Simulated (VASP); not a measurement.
**WAu: single point with PBE**

The system is WAu.

```
CELL_PARAMETERS angstrom
0.00000 2.74798 2.74798
2.74798 0.00000 2.74798
2.74798 2.74798 0.00000
ATOMIC_POSITIONS crystal
W 0.00000 0.00000 0.00000
Au 0.75000 0.75000 0.75000
```

| Item | Value |
| --- | --- |
| Program | VASP 6.6.1 |
| Task | single point |
| Functional | PBE |
| Potentials or basis | VASP PAW PBE potentials, release 64 (W_sv, Au) |
| Cutoff | 520 eV |
| k mesh | 8 × 8 × 8 |
| Occupations | gaussian, width 0.011 eV |
| Spin | no spin polarisation |

```yaml
Pressure: 33.1 GPa
Band_gap_on_the_k_mesh: zero (an odd number of electrons rules out a gap without spin polarisation)
```

Levels at points of the mesh, in eV from the Fermi level:
| k point | band 11 | band 12 | band 13 | band 14 | band 15 | band 16 |
| --- | --- | --- | --- | --- | --- | --- |
| (0.00, 0.00, 0.00) | -0.82 | -0.82 | -0.82 | 2.17 | 2.17 | 9.24 |
| (0.50, 0.00, 0.00) | -2.17 | -0.18 | -0.18 | 1.86 | 1.86 | 2.65 |
| (0.50, 0.50, 0.00) | -3.16 | 0.42 | 1.51 | 2.02 | 2.02 | 3.71 |

It took 40 s on 1 thread of AMD EPYC 7R13, with other jobs on the host, peak memory 0.15 GiB.

Caveat: the cell stands under pressure; spin-orbit coupling is left out, which moves the levels of the heavy elements.
